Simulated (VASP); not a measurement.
Input of a VASP 6.6.1 run:

The input INCAR:

```
SYSTEM = Ir
PREC     = Accurate       ! precision mode
ENCUT    = 520            ! plane-wave cutoff, eV
EDIFF    = 1E-7           ! SCF threshold, eV
ISMEAR   = -1             ! smearing method
SIGMA    = 0.1            ! smearing width, eV
LREAL    = .False.        ! projectors in reciprocal space
LASPH    = .True.         ! aspherical terms in the spheres
NELM     = 80             ! most SCF steps
ALGO     = Normal         ! electronic algorithm
ISIF     = 2              ! what is computed and relaxed
LWAVE    = .False.        ! write WAVECAR
LCHARG   = .False.        ! write CHGCAR
GGA      = CA             ! functional
NBANDS   = 16             ! bands
```

File KPOINTS:

```
Automatic mesh
0
Gamma
  15 15 8
  0 0 0
```

Contents of POSCAR:

```
Ir
1.0
    2.7755959790      0.0000000000      0.0000000000
   -1.3877979895      2.4037366285      0.0000000000
    0.0000000000      0.0000000000      4.5051587764
Ir
2
Direct
    0.3333333333      0.6666666667      0.2500000000
    0.6666666667      0.3333333333      0.7500000000
```

Potentials or basis: VASP PAW LDA potentials, release 64 (Ir).

Command:

```console
$ cat potpaw_LDA.64/Ir/POTCAR > POTCAR
$ mpirun -np 1 vasp_std > vasp.out
```

(1) Estimate the band gap on the k mesh.

(2) What does it give for the pressure?

Results:

(1) zero (bands 9 and 10 overlap by 2.95 eV).

(2) -23.6 GPa.

Caveat: the cell stands under tension; spin-orbit coupling is left out, which moves the levels of the heavy elements.
